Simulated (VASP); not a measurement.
# Nb3Sn (Pm-3m) in VASP: further runs

The runs below take Nb3Sn through single point, with PBE.

All numbers are computed with VASP 6.6.1; they aren't measurements. Logs are shortened: lines on timing, memory, paths and dates and some standing lists are left out, and cuts for length are marked.

**1. The cell of the first run**

Symmetry: Pm-3m, No. 221, cubic system. Conventional cell: a = 4.230 Å, b = 4.230 Å, c = 4.230 Å, α = 90.00°, β = 90.00°, γ = 90.00°. Within 3.9 Å of Nb (site symmetry 4/mmm) lie 8 Nb at 2.99 Å and 4 Sn at 2.99 Å. Sn (site symmetry m-3m) has 12 Nb at 2.99 Å within 3.9 Å.

**2. Single point, PBE**

The input, INCAR:

```
PREC = Accurate
ENCUT = 520
EDIFF = 1E-6
ISMEAR = 0
SIGMA = 0.1
LREAL = F
LASPH = T
NELM = 100
ALGO = Normal
ISIF = 2
LWAVE = F
LCHARG = F
GGA = PE
NBANDS = 34
```

The input, KPOINTS:

```
regular mesh
0
Gamma
  4 4 4
```

The input, POSCAR:

```
Nb3Sn
1.0
    4.2304092082      0.0000000000      0.0000000000
    0.0000000000      4.2304092082      0.0000000000
    0.0000000000      0.0000000000      4.2304092082
Nb Sn
3 1
Direct
    0.0000000000      0.5000000000      0.5000000000
    0.5000000000      0.0000000000      0.5000000000
    0.5000000000      0.5000000000      0.0000000000
    0.0000000000      0.0000000000      0.0000000000
```

Potentials or basis: VASP PAW PBE potentials, release 64 (Nb_sv, Sn_d).

The run is started by

```
$ cat potpaw_PBE.64/Nb_sv/POTCAR potpaw_PBE.64/Sn_d/POTCAR > POTCAR
$ mpirun -np 1 vasp_std > vasp.out
```

OUTCAR:

```text
PREC = Accurate
   ENCUT = 520
   EDIFF = 1E-6
   ISMEAR = 0
   LREAL = F
   LASPH = T
   NELM = 100
   ISIF = 2
   GGA = PE

 ion  position               nearest neighbor table
   1  0.000  0.500  0.500-   2 2.99   3 2.99   4 2.99   3 2.99   4 2.99   2 2.99   4 2.99   4 2.99
                             2 2.99   3 2.99   3 2.99   2 2.99
   2  0.500  0.000  0.500-   1 2.99   3 2.99   4 2.99   3 2.99   4 2.99   1 2.99   3 2.99   3 2.99
                             1 2.99   4 2.99   4 2.99   1 2.99
   3  0.500  0.500  0.000-   1 2.99   2 2.99   4 2.99   1 2.99   2 2.99   2 2.99   4 2.99   2 2.99
                             1 2.99   4 2.99   1 2.99   4 2.99
   4  0.000  0.000  0.000-   1 2.99   2 2.99   3 2.99   1 2.99   2 2.99   1 2.99   3 2.99   1 2.99
                             2 2.99   3 2.99   2 2.99   3 2.99

  LATTYP: Found a simple cubic cell.
 ALAT       =     4.2304092082

  Lattice vectors:

 A1 = (   4.2304092082,   0.0000000000,   0.0000000000)
 A2 = (   0.0000000000,   4.2304092082,   0.0000000000)
 A3 = (   0.0000000000,   0.0000000000,   4.2304092082)

Analysis of symmetry for initial positions (statically):
=====================================================================
 Subroutine PRICEL returns:
 Original cell was already a primitive cell.

 Routine SETGRP: Setting up the symmetry group for a
 simple cubic supercell.

 Subroutine GETGRP returns: Found 48 space group operations
 (whereof 48 operations were pure point group operations)
 out of a pool of 48 trial point group operations.

The static configuration has the point symmetry O_h .

Analysis of symmetry for dynamics (positions and initial velocities):
=====================================================================
 Subroutine PRICEL returns:
 Original cell was already a primitive cell.

 Routine SETGRP: Setting up the symmetry group for a
 simple cubic supercell.

 Subroutine GETGRP returns: Found 48 space group operations
 (whereof 48 operations were pure point group operations)
 out of a pool of 48 trial point group operations.

The dynamic configuration has the point symmetry O_h .

 Subroutine INISYM returns: Found 48 space group operations
 (whereof 48 operations are pure point group operations),
 and found     1 'primitive' translations

----------------------------------------------------------------------------------------

                                     Primitive cell

  volume of cell :      75.7089

  direct lattice vectors                    reciprocal lattice vectors
     4.230409208  0.000000000  0.000000000     0.236383752  0.000000000  0.000000000
     0.000000000  4.230409208  0.000000000     0.000000000  0.236383752  0.000000000
     0.000000000  0.000000000  4.230409208     0.000000000  0.000000000  0.236383752

  length of vectors
     4.230409208  4.230409208  4.230409208     0.236383752  0.236383752  0.236383752

  position of ions in fractional coordinates (direct lattice)
     0.000000000  0.500000000  0.500000000
     0.500000000  0.000000000  0.500000000
     0.500000000  0.500000000  0.000000000
     0.000000000  0.000000000  0.000000000

  ion indices of the primitive-cell ions
   primitive index   ion index
                 1           1
                 2           2
                 3           3
                 4           4

----------------------------------------------------------------------------------------

 KPOINTS: regular mesh

Automatic generation of k-mesh.
 Grid dimensions read from file:
 generate k-points for:    4    4    4

 Generating k-lattice:

  Cartesian coordinates                     Fractional coordinates (reciprocal lattice)
     0.059095938  0.000000000  0.000000000     0.250000000  0.000000000  0.000000000
     0.000000000  0.059095938  0.000000000     0.000000000  0.250000000  0.000000000
     0.000000000  0.000000000  0.059095938     0.000000000  0.000000000  0.250000000

  Length of vectors
     0.059095938  0.059095938  0.059095938

  Shift w.r.t. Gamma in fractional coordinates (k-lattice)
     0.000000000  0.000000000  0.000000000

 Subroutine IBZKPT returns following result:
 ===========================================

 Found     10 irreducible k-points:

 Following reciprocal coordinates:
            Coordinates               Weight
  0.000000  0.000000  0.000000      1.000000
  0.250000  0.000000  0.000000      6.000000
  0.500000  0.000000  0.000000      3.000000
  0.250000  0.250000  0.000000     12.000000
  0.500000  0.250000  0.000000     12.000000
  0.500000  0.500000  0.000000      3.000000
  0.250000  0.250000  0.250000      8.000000
  0.500000  0.250000  0.250000     12.000000
  0.500000  0.500000  0.250000      6.000000
  0.500000  0.500000  0.500000      1.000000
   k-points           NKPTS =     10   k-points in BZ     NKDIM =     10   number of bands    NBANDS=     34
   number of dos      NEDOS =    301   number of ions     NIONS =      4
   total plane-waves  NPLWV =  32768
   dimension x,y,z NGX =    32 NGY =   32 NGZ =   32
   dimension x,y,z NGXF=    64 NGYF=   64 NGZF=   64
   ions per type =               3   1
   NGX,Y,Z   is equivalent  to a cutoff of  12.58, 12.58, 12.58 a.u.
   NGXF,Y,Z  is equivalent  to a cutoff of  25.15, 25.15, 25.15 a.u.
 SYSTEM =  unknown system
   PREC   = accura    normal or accurate (medium, high low for compatibility)
   ISTART =      0    job   : 0-new  1-cont  2-samecut
   ICHARG =      2    charge: 1-file 2-atom 10-const
   ISPIN  =      1    spin polarized calculation?
   LNONCOLLINEAR =      F non collinear calculations
   LSORBIT =      F    spin-orbit coupling
   LASPH  =      T    aspherical Exc in radial PAW
   ENCUT  =  520.0 eV  38.22 Ry    6.18 a.u.   7.87  7.87  7.87*2*pi/ulx,y,z
   NELM   =    100;   NELMIN=  2; NELMDL= -5     # of ELM steps
   EDIFF  = 0.1E-05   stopping-criterion for ELM
   LREAL  =      F    real-space projection
[... 7 lines left out ...]
   TEBEG  =    0.0;   TEEND  =   0.0 temperature during run
   PSTRESS=    0.0 pullay stress
   NELECT =      53.0000    total number of electrons
   NUPDOWN=      -1.0000    fix difference up-down
   EMIN   =  10.00;   EMAX   =-10.00  energy-range for DOS
   EFERMI =   0.00;   METHOD = LEGACY
   ISMEAR =     0;   SIGMA  =   0.10  broadening in eV -4-tet -1-fermi 0-gaus
   EFERMI_NEDOS =   21; number of points for ismear=-14 and -15
   IALGO  =     38    algorithm
   IMIX   =      4    mixing-type and parameters
     AMIX     =   0.40;   BMIX     =  1.00
     AMIX_MAG =   1.60;   BMIX_MAG =  1.00
  volume/ion in A,a.u.               =      18.93       127.73
  Fermi-wavevector in a.u.,A,eV,Ry     =   1.453621  2.746945 28.749286  2.113013
  Thomas-Fermi vector in A             =   2.570866
   LORBIT       =      0    0 simple, 1 ext, 2 COOP (PROOUT), +10 PAW based schemes
   GGA     = PE    functional components
   LHFCALC =     F    Hartree Fock is set to
   AEXX    =    0.0000 exact exchange contribution
   IVDW    =     0    specifies the selected vdW correction
   LEPSILON=     F    determine dielectric tensor
   LRPA    =     F    only Hartree local field effects (RPA)
 non-spin polarized calculation
 Gauss-broadening in eV      SIGMA  =   0.10
  energy-cutoff  :      520.00
  volume of cell :       75.71
 maximum number of plane-waves:      2064
 NGX is ok and might be reduce to    32
   NGX = 15   NGY = 15   NGZ = 15

 number of electron      53.0000012 magnetization

 Free energy of the ion-electron system (eV)
  ---------------------------------------------------
  ext. energy  EPLUGINS =         0.00000000
  ---------------------------------------------------
  free energy    TOTEN  =       -34.72247255 eV

  energy without entropy =      -34.68637669  energy(sigma->0) =      -34.70442462

 E-fermi :  11.2956     XC(G=0): -12.2287

 val. band max:       11.2906868086   @ k =   0.5000   0.2500   0.0000
 cond. band min:      11.3598167185   @ k =   0.5000   0.5000   0.0000
 fundamental gap:      0.0691299099
 Fermi energy:        11.2955608012

 k-point     1 :       0.0000    0.0000    0.0000
  band No.  band energies     occupation
      1     -43.4832      2.00000
      2     -43.2967      2.00000
      3     -43.2967      2.00000
      4     -19.8461      2.00000
      5     -19.8461      2.00000
      6     -19.8461      2.00000
[... 26 lines left out ...]
     33      15.7609      0.00000
     34      16.1155      0.00000

 k-point     2 :       0.2500    0.0000    0.0000
  band No.  band energies     occupation
      1     -43.4595      2.00000
      2     -43.3205      2.00000
      3     -43.2965      2.00000
      4     -19.7854      2.00000
      5     -19.7854      2.00000
      6     -19.7543      2.00000
[... 26 lines left out ...]
     33      14.9067      0.00000
     34      15.6523      0.00000

 k-point     3 :       0.5000    0.0000    0.0000
  band No.  band energies     occupation
      1     -43.4210      2.00000
      2     -43.3591      2.00000
      3     -43.2962      2.00000
      4     -19.6995      2.00000
      5     -19.6995      2.00000
      6     -19.5905      2.00000
[... 26 lines left out ...]
     33      14.8178      0.00000
     34      14.9526      0.00000
[... 186 lines left out ...]
 k-point     9 :       0.5000    0.5000    0.2500
  band No.  band energies     occupation
      1     -43.3580      2.00000
      2     -43.3579      2.00000
      3     -43.3579      2.00000
      4     -19.8904      2.00000
      5     -19.8521      2.00000
      6     -19.7474      2.00000
[... 26 lines left out ...]
     33      13.5174      0.00000
     34      14.9294      0.00000

 k-point    10 :       0.5000    0.5000    0.5000
  band No.  band energies     occupation
      1     -43.3576      2.00000
      2     -43.3576      2.00000
      3     -43.3576      2.00000
      4     -20.0132      2.00000
      5     -19.8478      2.00000
      6     -19.8478      2.00000
[... 26 lines left out ...]
     33      13.4564      0.00000
     34      14.8169      0.00000

------------------------ aborting loop because EDIFF is reached ----------------------------------------

  FORCE on cell =-STRESS in cart. coord.  units (eV):
  Direction    XX          YY          ZZ          XY          YZ          ZX
  --------------------------------------------------------------------------------------
  -------------------------------------------------------------------------------------
  Total       -0.1371706     -0.1371706     -0.1371706     -0.0000000     -0.0000000     -0.0000000
  in kB       -2.9028500     -2.9028500     -2.9028500     -0.0000000     -0.0000000     -0.0000000
  external PRESSURE =      -2.9028500 kB  Pullay stress =       0.0000000 kB

 VOLUME and BASIS-vectors are now :
 -----------------------------------------------------------------------------
  energy-cutoff  :      520.00
  volume of cell :       75.71
      direct lattice vectors                 reciprocal lattice vectors
     4.230409208  0.000000000  0.000000000     0.236383752  0.000000000  0.000000000
     0.000000000  4.230409208  0.000000000     0.000000000  0.236383752  0.000000000
     0.000000000  0.000000000  4.230409208     0.000000000  0.000000000  0.236383752

 POSITION                                       TOTAL-FORCE (eV/Angst)
 -----------------------------------------------------------------------------------
      0.00000      2.11520      2.11520         0.000000      0.000000      0.000000
      2.11520      0.00000      2.11520         0.000000      0.000000      0.000000
      2.11520      2.11520      0.00000         0.000000      0.000000      0.000000
      0.00000      0.00000      0.00000         0.000000      0.000000      0.000000
 -----------------------------------------------------------------------------------
    total drift:                                0.000000     -0.000000     -0.000000

  FREE ENERGIE OF THE ION-ELECTRON SYSTEM (eV)
  ---------------------------------------------------
  free  energy   TOTEN  =       -34.7224725480 eV

  energy  without entropy=      -34.6863766888  energy(sigma->0) =      -34.70442462
```

Wall time 44 s (1 thread of Intel Xeon 8259CL, shared host); peak memory 0.15 GiB.

What came out:

```
Free energy            : -34.7225 eV
Pressure               : -0.3 GPa
Band gap on the k mesh : zero (an odd number of electrons rules out a gap without spin polarisation)
```

Levels at points of the mesh, in eV from the Fermi level:
| k point | band 24 | band 25 | band 26 | band 27 | band 28 | band 29 | band 30 | band 31 |
| --- | --- | --- | --- | --- | --- | --- | --- | --- |
| (0.00, 0.00, 0.00) | -2.41 | -0.09 | -0.09 | -0.09 | 1.44 | 1.44 | 1.44 | 3.37 |
| (0.50, 0.00, 0.00) | -1.08 | -0.04 | -0.04 | 0.07 | 0.39 | 1.25 | 1.48 | 1.48 |
| (0.50, 0.50, 0.00) | -1.32 | -1.19 | 0.06 | 0.06 | 1.10 | 1.14 | 1.18 | 1.18 |
| (0.50, 0.50, 0.50) | -2.00 | -0.19 | -0.19 | -0.19 | 1.34 | 1.34 | 1.34 | 1.46 |

Caveat: the k points lie up to 0.37 Å⁻¹ apart, too coarse for converged energies and pressures of a metal; spin-orbit coupling is left out, which moves the levels of the heavy elements.

(Part 1 of 2 ends here.)

The gap in the log of VASP goes by the Fermi energy; the results here count the filled bands.